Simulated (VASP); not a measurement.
Runs of VASP 6.6.1 on CuO. The structure is that of space group P4_2/mmc (No. 131), or close to it. The cells are those of the table. 

```csv
cell,k mesh,gap on the mesh (eV),pressure (GPa)
"a = 2.864, b = 2.864, c = 5.133 Å, angles 90.0, 90.0, 89.9°, 4 atoms",14 × 14 × 8,none,10.4
"a = 3.027, b = 3.027, c = 5.182 Å, 4 atoms",14 × 14 × 8,none,(a)
"a = 2.949, b = 2.949, c = 5.151 Å, angles 90.0, 90.0, 89.9°, 4 atoms",14 × 14 × 8,none,0.7
"a = 2.908, b = 2.908, c = 5.139 Å, angles 90.0, 90.0, 89.9°, 4 atoms",14 × 14 × 8,none,5.2
"a = 3.076, b = 3.076, c = 5.208 Å, 4 atoms",14 × 14 × 8,none,-10.2
"a = 2.988, b = 2.988, c = 5.166 Å, angles 90.0, 90.0, 89.9°, 4 atoms",14 × 14 × 8,none,(b)
"a = 2.949, b = 2.949, c = 5.151 Å, angles 90.0, 90.0, 89.9°, 4 atoms",16 × 16 × 8,none,0.7
```

Alike in all rows: task single point; level PBE; potentials or basis VASP PAW PBE potentials, release 64 (Cu, O); no spin polarisation; cutoff (eV) 520; smearing gaussian 0.1 eV.

Question: Estimate the missing entries.

Answer: (a) -6.5; (b) -3.2.

Caveats: semilocal functionals often make such compounds metallic where correlation or magnetic order opens a gap, which also shifts bond lengths.

A gap of «none» marks levels without a gap at the run's occupations.
